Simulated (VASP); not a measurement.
Set up this calculation in VASP 6.6.1, as the native input.

```yaml
Task: single point
Functional: HF
Potentials_or_basis: VASP PAW PBE potentials, release 64 (I, Cu)
Cutoff: 520 eV
k_mesh: 4 × 4 × 4
Occupations: fermi-dirac, width 0.05 eV
Spin: no spin polarisation
Dipole_correction: no
Grid_for_exact_exchange_PRECFOCK: Normal
Further_INCAR_settings: ALGO = Normal; EDIFF = 1e-07; NBANDS = 16
Share_of_exact_exchange: 1
```

CuI:

```xyz
2
Lattice="0.0000 3.0112 3.0112 3.0112 0.0000 3.0112 3.0112 3.0112 0.0000" Properties=species:S:1:pos:R:3 pbc="T T T"
I     0.0000    0.0000    0.0000
Cu    4.5167    4.5167    4.5167
```

One way to write it, as run:

POSCAR

```
CuI
1.0
    0.0000000000      3.0111537494      3.0111537494
    3.0111537494      0.0000000000      3.0111537494
    3.0111537494      3.0111537494      0.0000000000
I Cu
1 1
Direct
    0.0000000000      0.0000000000      0.0000000000
    0.7500000000      0.7500000000      0.7500000000
```

INCAR.step1

```
PREC = Accurate ; ENCUT = 520
EDIFF = 1E-5 ; ISMEAR = -1
SIGMA = 0.05 ; LREAL = F
LASPH = T ; NELM = 80
ALGO = Normal ; ISIF = 2
LWAVE = T ; LCHARG = F
GGA = PE ; NBANDS = 16
```

INCAR.step2

```
PREC = Accurate ; ENCUT = 520
EDIFF = 1E-7 ; ISMEAR = -1
SIGMA = 0.05 ; LREAL = F
LASPH = T ; NELM = 80
ALGO = Normal ; ISIF = 2
LWAVE = F ; LCHARG = F
GGA = PE ; LHFCALC = T
AEXX = 1.0 ; ALDAC = 0.0
AGGAC = 0.0 ; PRECFOCK = Normal
ISTART = 1 ; NBANDS = 16
```

KPOINTS

```
Automatic mesh
0
Gamma
  4 4 4
```

Potentials or basis: VASP PAW PBE potentials, release 64 (I, Cu).

Run with:

```console
$ cat potpaw_PBE.64/I/POTCAR potpaw_PBE.64/Cu/POTCAR > POTCAR
$ cp INCAR.step1 INCAR
$ mpirun -np 1 vasp_std > vasp.out
$ cp INCAR.step2 INCAR
$ mpirun -np 1 vasp_std > vasp.out
```

It gave:

The pressure is 9.4 GPa. The band gap on the k mesh is 9.89 eV.

Caveat: the k points lie up to 0.45 Å⁻¹ apart; the PAW data sets were made with another functional, which shifts forces and pressure a little; spin-orbit coupling is left out, which moves the levels of the heavy elements.

Wall time 9.2 min on 1 thread of Intel(R) Xeon(R) Platinum 8259CL CPU @ 2.50GHz (Skylake/Cascade Lake), with other jobs on the host, peak memory 0.19 GiB.
